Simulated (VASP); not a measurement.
Wanted: the native input for a VASP 6.6.1 run.

```yaml
Task: single point
Functional: PBE
Potentials_or_basis: VASP PAW PBE potentials, release 64 (Li_sv, Cl)
Cutoff: 520 eV
k_mesh: 4 × 4 × 6
Occupations: gaussian, width 0.1 eV
Spin: no spin polarisation
Dipole_correction: no
Further_INCAR_settings: ALGO = Normal; EDIFF = 1e-06; NBANDS = 30
```

The structure of LiCl lies in POSCAR:

```
LiCl
1.0
    6.6470629025      0.0000000000      0.0000000000
    0.0000000000      6.6470629025      0.0000000000
    0.0000000000      0.0000000000      3.9469852861
Li Cl
4 4
Direct
    0.6715628866      0.6715628866      0.0000000000
    0.8284371134      0.1715628866      0.5000000000
    0.3284371134      0.3284371134      0.0000000000
    0.1715628866      0.8284371134      0.5000000000
    0.8104600378      0.8104600378      0.5000000000
    0.6895399622      0.3104600378      0.0000000000
    0.1895399622      0.1895399622      0.5000000000
    0.3104600378      0.6895399622      0.0000000000
```

One way to write it, as run:

INCAR

```
SYSTEM = LiCl
PREC = Accurate
ENCUT = 520
EDIFF = 1E-6
ISMEAR = 0
SIGMA = 0.1
LREAL = .FALSE.
LASPH = .TRUE.
NELM = 100
ALGO = Normal
ISIF = 2
LWAVE = .FALSE.
LCHARG = .FALSE.
GGA = PE
NBANDS = 30
```

KPOINTS

```
Automatic mesh
0
G
  4 4 6
  0 0 0
```

Potentials or basis: VASP PAW PBE potentials, release 64 (Li_sv, Cl).

The run is started by

```console
$ cat potpaw_PBE.64/Li_sv/POTCAR potpaw_PBE.64/Cl/POTCAR > POTCAR
$ mpirun -np 1 vasp_std > vasp.out
```

Results of the run:

| Item | Value |
| --- | --- |
| Largest force | 0.015 eV/Å |
| Band gap on the k mesh | 5.92 eV, direct |

Run time: 89 s on 1 thread of AMD EPYC 7R13 Processor (Zen 3), on a shared host, peak memory 0.26 GiB.
